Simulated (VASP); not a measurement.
KI:

```xyz
4
Lattice="2.4714 -4.2801 0.0000 2.4714 4.2801 0.0000 0.0000 0.0000 8.5908" Properties=species:S:1:pos:R:3 pbc="T T T"
K     2.4714    0.0000    4.2954
K     2.4714    0.0000    0.0000
I     2.4714   -2.8540    2.1477
I     2.4714    2.8540    6.4431
```

This cell differs from its parent crystal: biaxial xy strain +0.9%.

Base run:

```yaml
Program: VASP 6.6.1
Functional: PBE
Potentials_or_basis: VASP PAW PBE potentials, release 64 (K_sv, I)
Cutoff: 500 eV
k_mesh: 6 × 6 × 4
Occupations: fermi-dirac, width 0.02 eV
Spin: no spin polarisation
```

Its results: band gap on the k mesh 3.83 eV; pressure 0.3 GPa.

The run is repeated on the same cell with these changes: functional from PBE to r2SCAN; cutoff from 500 eV to 550 eV; occupations from fermi-dirac, width 0.02 eV to gaussian, width 0.01 eV. What comes out?

Band gap on the k mesh 4.47 eV; pressure -0.2 GPa.

Caveats: spin-orbit coupling is left out, which moves the levels of the heavy elements; the PAW data sets were made with another functional, which shifts forces and pressure a little (at least some runs).

A k mesh can miss the band edges.
